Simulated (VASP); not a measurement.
A run of VASP 6.6.1:

The input POSCAR:

```
ScCu3As2
1.0
    5.1745165047      0.0000000023      0.0000000000
   -2.5872582544      4.4812627442      0.0000000000
    0.0000000000      0.0000000000      3.9668094118
Sc Cu As
1 3 2
Direct
    0.0000000000      0.0000000000      0.0000000000
    0.5000000000      0.0000000000      0.5000000000
    0.0000000000      0.5000000000      0.5000000000
    0.5000000000      0.5000000000      0.5000000000
    0.3333333333      0.6666666667      0.0000000000
    0.6666666667      0.3333333333      0.0000000000
```

The input INCAR.step1:

```
ALGO = Normal
EDIFF = 1E-4
ENCUT = 520
GGA = PE
ISMEAR = -1
LASPH = T
LCHARG = F
LREAL = F
LWAVE = T
NBANDS = 36
NELM = 80
PREC = Accurate
SIGMA = 0.03
```

Contents of INCAR.step2:

```
ALGO = Normal
BPARAM = 11.95
CPARAM = 0.0093
EDIFF = 1E-6
ENCUT = 520
ISIF = 2
ISMEAR = -1
ISTART = 1
IVDW_NL = 2
LASPH = T
LCHARG = F
LMIXTAU = T
LREAL = F
LUSE_VDW = T
LWAVE = F
METAGGA = R2SCAN
NBANDS = 36
NELM = 80
PREC = Accurate
SIGMA = 0.03
```

KPOINTS

```
k-points
0
Gamma
  6 6 6
```

Potentials or basis: VASP PAW PBE potentials, release 64 (Sc_sv, Cu, As).

The run is started by

```sh
$ cat potpaw_PBE.64/Sc_sv/POTCAR potpaw_PBE.64/Cu/POTCAR potpaw_PBE.64/As/POTCAR > POTCAR
$ cp INCAR.step1 INCAR
$ mpirun -np 1 vasp_std > vasp.out
$ cp INCAR.step2 INCAR
$ mpirun -np 1 vasp_std > vasp.out
```

Hardware: 1 thread of Intel Xeon 8259CL, on a shared host.

Problem. Estimate the wall time of this run.

Solution. Wall time 9.4 min on 1 thread of Intel Xeon 8259CL, with other jobs on the host, peak memory 0.46 GiB. Counts: k points 28.
